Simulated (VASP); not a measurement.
# BN (P6_3/mmc) in VASP: further runs

The runs below take BN through single point, with revPBE.

Program: VASP 6.6.1. These are calculated values, not measurements. Logs are shortened: lines on timing, memory, paths and dates and some standing lists are left out, and cuts for length are marked.

## (1) The cell of the first run

It takes space group P6_3/mmc (No. 194, hexagonal). The conventional cell has a = 2.477 Å, b = 2.477 Å, c = 6.580 Å, α = 90.00°, β = 90.00°, γ = 120.00°. Within 1.9 Å of B (site symmetry -6m2) lie 3 N at 1.43 Å. N (site symmetry -6m2) has 3 B at 1.43 Å within 1.9 Å.

## (2) Single point, revPBE

Contents of INCAR:

```
  ALGO = Normal
  EDIFF = 1E-6
  ENCUT = 600
  GGA = RE
  GGA_COMPAT = F
  ISIF = 2
  ISMEAR = 0
  LASPH = T
  LCHARG = T
  LELF = T
  LREAL = F
  LVHAR = T
  LWAVE = F
  NBANDS = 16
  NELM = 120
  PREC = Accurate
  SIGMA = 0.01
```

Contents of KPOINTS:

```
k-points
0
Gamma
  8 8 3
```

Contents of POSCAR:

```
BN
1.0
    2.4772453940      0.0000000000      0.0000000000
   -1.2386226970      2.1453581320      0.0000000000
    0.0000000000      0.0000000000      6.5799351787
B N
2 2
Direct
    0.3333333333      0.6666666667      0.2500000000
    0.6666666667      0.3333333333      0.7500000000
    0.3333333333      0.6666666667      0.7500000000
    0.6666666667      0.3333333333      0.2500000000
```

Potentials or basis: VASP PAW PBE potentials, release 64 (B, N).

Run with:

```console
cat potpaw_PBE.64/B/POTCAR potpaw_PBE.64/N/POTCAR > POTCAR
mpirun -np 1 vasp_std > vasp.out
```

OUTCAR:

```text
EDIFF = 1E-6
   ENCUT = 600
   GGA = RE
   ISIF = 2
   ISMEAR = 0
   LASPH = T
   LREAL = F
   NELM = 120
   PREC = Accurate

 ion  position               nearest neighbor table
   1  0.333  0.667  0.250-   4 1.43   4 1.43   4 1.43
   2  0.667  0.333  0.750-   3 1.43   3 1.43   3 1.43
   3  0.333  0.667  0.750-   2 1.43   2 1.43   2 1.43
   4  0.667  0.333  0.250-   1 1.43   1 1.43   1 1.43

  LATTYP: Found a hexagonal cell.
 ALAT       =     2.4772453940
 C/A-ratio  =     2.6561499295

  Lattice vectors:

 A1 = (   2.4772453940,   0.0000000000,   0.0000000000)
 A2 = (  -1.2386226970,   2.1453581320,   0.0000000000)
 A3 = (   0.0000000000,   0.0000000000,   6.5799351787)

Analysis of symmetry for initial positions (statically):
=====================================================================
 Subroutine PRICEL returns:
 Original cell was already a primitive cell.

 Routine SETGRP: Setting up the symmetry group for a
 hexagonal supercell.

 Subroutine GETGRP returns: Found 24 space group operations
 (whereof 12 operations were pure point group operations)
 out of a pool of 24 trial point group operations.

The static configuration has the point symmetry D_3d.
 The point group associated with its full space group is D_6h.

Analysis of symmetry for dynamics (positions and initial velocities):
=====================================================================
 Subroutine PRICEL returns:
 Original cell was already a primitive cell.

 Routine SETGRP: Setting up the symmetry group for a
 hexagonal supercell.

 Subroutine GETGRP returns: Found 24 space group operations
 (whereof 12 operations were pure point group operations)
 out of a pool of 24 trial point group operations.

The dynamic configuration has the point symmetry D_3d.
 The point group associated with its full space group is D_6h.

 Subroutine INISYM returns: Found 24 space group operations
 (whereof 12 operations are pure point group operations),
 and found     1 'primitive' translations

----------------------------------------------------------------------------------------

                                     Primitive cell

  volume of cell :      34.9696

  direct lattice vectors                    reciprocal lattice vectors
     2.477245394  0.000000000  0.000000000     0.403674179  0.233061321  0.000000000
    -1.238622697  2.145358132  0.000000000     0.000000000  0.466122642  0.000000000
     0.000000000  0.000000000  6.579935179     0.000000000  0.000000000  0.151977181

  length of vectors
     2.477245394  2.477245991  6.579935179     0.466122754  0.466122642  0.151977181

  position of ions in fractional coordinates (direct lattice)
     0.333333333  0.666666667  0.250000000
     0.666666667  0.333333333  0.750000000
     0.333333333  0.666666667  0.750000000
     0.666666667  0.333333333  0.250000000

  ion indices of the primitive-cell ions
   primitive index   ion index
                 1           1
                 2           2
                 3           3
                 4           4

----------------------------------------------------------------------------------------

 KPOINTS: k-points

Automatic generation of k-mesh.
 Grid dimensions read from file:
 generate k-points for:    8    8    3

 Generating k-lattice:

  Cartesian coordinates                     Fractional coordinates (reciprocal lattice)
     0.050459272  0.029132665  0.000000000     0.125000000  0.000000000  0.000000000
     0.000000000  0.058265330  0.000000000     0.000000000  0.125000000  0.000000000
     0.000000000  0.000000000  0.050659060     0.000000000  0.000000000  0.333333333

  Length of vectors
     0.058265344  0.058265330  0.050659060

  Shift w.r.t. Gamma in fractional coordinates (k-lattice)
     0.000000000  0.000000000  0.000000000

 Subroutine IBZKPT returns following result:
 ===========================================

 Found     20 irreducible k-points:

 Following reciprocal coordinates:
            Coordinates               Weight
  0.000000  0.000000  0.000000      1.000000
  0.125000  0.000000  0.000000      6.000000
  0.250000  0.000000  0.000000      6.000000
  0.375000  0.000000  0.000000      6.000000
  0.500000  0.000000  0.000000      3.000000
  0.125000  0.125000  0.000000      6.000000
[... 12 lines left out ...]
  0.250000  0.250000  0.333333     12.000000
  0.375000  0.250000  0.333333     12.000000
   k-points           NKPTS =     20   k-points in BZ     NKDIM =     20   number of bands    NBANDS=     16
   number of dos      NEDOS =    301   number of ions     NIONS =      4
   total plane-waves  NPLWV =  21600
   dimension x,y,z NGX =    20 NGY =   20 NGZ =   54
   dimension x,y,z NGXF=    40 NGYF=   40 NGZF=  108
   ions per type =               2   2
   NGX,Y,Z   is equivalent  to a cutoff of  13.42, 13.42, 13.64 a.u.
   NGXF,Y,Z  is equivalent  to a cutoff of  26.84, 26.84, 27.29 a.u.
 SYSTEM =  unknown system
   PREC   = accura    normal or accurate (medium, high low for compatibility)
   ISTART =      0    job   : 0-new  1-cont  2-samecut
   ICHARG =      2    charge: 1-file 2-atom 10-const
   ISPIN  =      1    spin polarized calculation?
   LNONCOLLINEAR =      F non collinear calculations
   LSORBIT =      F    spin-orbit coupling
   LASPH  =      T    aspherical Exc in radial PAW
   ENCUT  =  600.0 eV  44.10 Ry    6.64 a.u.   4.95  4.95 13.14*2*pi/ulx,y,z
   NELM   =    120;   NELMIN=  2; NELMDL= -5     # of ELM steps
   EDIFF  = 0.1E-05   stopping-criterion for ELM
   LREAL  =      F    real-space projection
   EDIFFG = 0.1E-04   stopping-criterion for IOM
   NSW    =      0    number of steps for IOM
   IBRION =     -1    ionic relax: 0-MD 1-quasi-New 2-CG
   NFREE  =      0    steps in history (QN), initial steepest desc. (CG)
   ISIF   =      2    stress and relaxation
   ISYM   =      2    0-nonsym 1-usesym 2-fastsym
   POTIM  = 0.5000    time-step for ionic-motion
   TEBEG  =    0.0;   TEEND  =   0.0 temperature during run
   PSTRESS=    0.0 pullay stress
   NELECT =      16.0000    total number of electrons
   NUPDOWN=      -1.0000    fix difference up-down
   EMIN   =  10.00;   EMAX   =-10.00  energy-range for DOS
   EFERMI =   0.00;   METHOD = LEGACY
   ISMEAR =     0;   SIGMA  =   0.01  broadening in eV -4-tet -1-fermi 0-gaus
   EFERMI_NEDOS =   21; number of points for ismear=-14 and -15
   IALGO  =     38    algorithm
   IMIX   =      4    mixing-type and parameters
     AMIX     =   0.40;   BMIX     =  1.00
     AMIX_MAG =   1.60;   BMIX_MAG =  1.00
  volume/ion in A,a.u.               =       8.74        59.00
  Fermi-wavevector in a.u.,A,eV,Ry     =   1.261493  2.383875 21.651813  1.591363
  Thomas-Fermi vector in A             =   2.394949
   LORBIT       =      0    0 simple, 1 ext, 2 COOP (PROOUT), +10 PAW based schemes
   GGA     = RE    functional components
   LHFCALC =     F    Hartree Fock is set to
   AEXX    =    0.0000 exact exchange contribution
   IVDW    =     0    specifies the selected vdW correction
   LEPSILON=     F    determine dielectric tensor
   LRPA    =     F    only Hartree local field effects (RPA)
 non-spin polarized calculation
 Gauss-broadening in eV      SIGMA  =   0.01
  energy-cutoff  :      600.00
  volume of cell :       34.97
 maximum number of plane-waves:      1186
 NGX is ok and might be reduce to    20
   NGX =  9   NGY =  9   NGZ = 27

 number of electron      15.9999997 magnetization

 Free energy of the ion-electron system (eV)
  ---------------------------------------------------
  ext. energy  EPLUGINS =         0.00000000
  ---------------------------------------------------
  free energy    TOTEN  =       -33.85514559 eV

  energy without entropy =      -33.85514559  energy(sigma->0) =      -33.85514559

 E-fermi :   2.6515     XC(G=0): -10.0195

 val. band max:        2.5950681101   @ k =   0.3750   0.2500   0.0000
 cond. band min:       6.9818249493   @ k =   0.5000   0.0000   0.0000
 fundamental gap:      4.3867568392
 Fermi energy:         2.6515025350

 k-point     1 :       0.0000    0.0000    0.0000
  band No.  band energies     occupation
      1     -15.4705      2.00000
      2     -15.1663      2.00000
      3      -3.7845      2.00000
      4      -1.6330      2.00000
      5       1.3067      2.00000
      6       1.3067      2.00000
[... 8 lines left out ...]
     15      15.4016      0.00000
     16      16.0865      0.00000

 k-point     2 :       0.1250    0.0000    0.0000
  band No.  band energies     occupation
      1     -15.1585      2.00000
      2     -14.8648      2.00000
      3      -3.3561      2.00000
      4      -1.2480      2.00000
      5       0.0916      2.00000
      6       0.1276      2.00000
[... 8 lines left out ...]
     15      15.8953      0.00000
     16      16.3642      0.00000

 k-point     3 :       0.2500    0.0000    0.0000
  band No.  band energies     occupation
      1     -14.2641      2.00000
      2     -14.0040      2.00000
      3      -2.5536      2.00000
      4      -2.4896      2.00000
      5      -2.1109      2.00000
      6      -0.3763      2.00000
[... 8 lines left out ...]
     15      18.4240      0.00000
     16      19.0780      0.00000

 k-point     4 :       0.3750    0.0000    0.0000
  band No.  band energies     occupation
      1     -12.9920      2.00000
      2     -12.8030      2.00000
      3      -5.1986      2.00000
      4      -5.1103      2.00000
      5      -1.2697      2.00000
      6      -1.2049      2.00000
[... 8 lines left out ...]
     15      18.5288      0.00000
     16      22.3691      0.00000

 k-point     5 :       0.5000    0.0000    0.0000
  band No.  band energies     occupation
      1     -12.1710      2.00000
      2     -12.0982      2.00000
      3      -6.4589      2.00000
      4      -6.3967      2.00000
      5      -1.5964      2.00000
      6      -1.5297      2.00000
[... 8 lines left out ...]
     15      18.3409      0.00000
     16      21.8567      0.00000

 k-point     6 :       0.1250    0.1250    0.0000
  band No.  band energies     occupation
      1     -14.5535      2.00000
      2     -14.2817      2.00000
      3      -2.5176      2.00000
      4      -1.5665      2.00000
      5      -1.5459      2.00000
      6      -0.5055      2.00000
[... 8 lines left out ...]
     15      17.2298      0.00000
     16      18.4758      0.00000
[... 191 lines left out ...]
 k-point    17 :       0.2500    0.1250    0.3333
  band No.  band energies     occupation
      1     -13.3933      2.00000
      2     -13.2821      2.00000
      3      -3.9451      2.00000
      4      -3.9137      2.00000
      5      -1.6374      2.00000
      6      -1.6050      2.00000
[... 8 lines left out ...]
     15      18.6604      0.00000
     16      19.3219      0.00000

 k-point    18 :       0.3750    0.1250    0.3333
  band No.  band energies     occupation
      1     -12.2300      2.00000
      2     -12.1705      2.00000
      3      -5.9404      2.00000
      4      -5.9013      2.00000
      5      -2.3356      2.00000
      6      -2.2985      2.00000
[... 8 lines left out ...]
     15      18.6218      0.00000
     16      20.6847      0.00000

 k-point    19 :       0.2500    0.2500    0.3333
  band No.  band energies     occupation
      1     -12.2993      2.00000
      2     -12.2255      2.00000
      3      -5.1234      2.00000
      4      -5.1061      2.00000
      5      -3.3536      2.00000
      6      -3.3291      2.00000
[... 8 lines left out ...]
     15      18.1638      0.00000
     16      18.9814      0.00000

 k-point    20 :       0.3750    0.2500    0.3333
  band No.  band energies     occupation
      1     -11.6611      2.00000
      2     -11.6393      2.00000
      3      -5.7754      2.00000
      4      -5.7220      2.00000
      5      -4.0500      2.00000
      6      -4.0185      2.00000
[... 8 lines left out ...]
     15      19.3194      0.00000
     16      19.7959      0.00000

------------------------ aborting loop because EDIFF is reached ----------------------------------------

  FORCE on cell =-STRESS in cart. coord.  units (eV):
  Direction    XX          YY          ZZ          XY          YZ          ZX
  --------------------------------------------------------------------------------------
  -------------------------------------------------------------------------------------
  Total        4.3458935      4.3458963      1.0513604      0.0000000      0.0000000      0.0000000
  in kB      199.1128159    199.1129438     48.1694562      0.0000000      0.0000000      0.0000000
  external PRESSURE =     148.7984053 kB  Pullay stress =       0.0000000 kB

 VOLUME and BASIS-vectors are now :
 -----------------------------------------------------------------------------
  energy-cutoff  :      600.00
  volume of cell :       34.97
      direct lattice vectors                 reciprocal lattice vectors
     2.477245394  0.000000000  0.000000000     0.403674179  0.233061321  0.000000000
    -1.238622697  2.145358132  0.000000000     0.000000000  0.466122642  0.000000000
     0.000000000  0.000000000  6.579935179     0.000000000  0.000000000  0.151977181

 POSITION                                       TOTAL-FORCE (eV/Angst)
 -----------------------------------------------------------------------------------
     -0.00000      1.43024      1.64498        -0.000000     -0.000000      0.000000
      1.23862      0.71512      4.93495         0.000000      0.000000      0.000000
     -0.00000      1.43024      4.93495         0.000000      0.000000      0.000000
      1.23862      0.71512      1.64498         0.000000     -0.000000      0.000000
 -----------------------------------------------------------------------------------
    total drift:                               -0.000000      0.000000      0.000000

  FREE ENERGIE OF THE ION-ELECTRON SYSTEM (eV)
  ---------------------------------------------------
  free  energy   TOTEN  =       -33.8551455873 eV

  energy  without entropy=      -33.8551455873  energy(sigma->0) =      -33.85514559
```

Wall time 6.2 s (1 thread of Intel Xeon 6975P-C (Granite Rapids), shared host); peak memory 0.15 GiB.

Results:

| Item | Value |
| --- | --- |
| Free energy | -33.8551 eV |
| Pressure | 14.9 GPa |
| Band gap on the k mesh | 4.39 eV, indirect (least direct gap 4.81 eV) |

Stress tensor (GPa, compression positive):
```
19.91  0.00  0.00
 0.00 19.91  0.00
 0.00  0.00  4.82
```

Caveat: the PAW data sets were made with another functional, which shifts forces and pressure a little; this functional lacks dispersion, which binds the layers, so the pressure and a relaxed spacing across them are unreliable.

(Continued in part 2 of 2.)
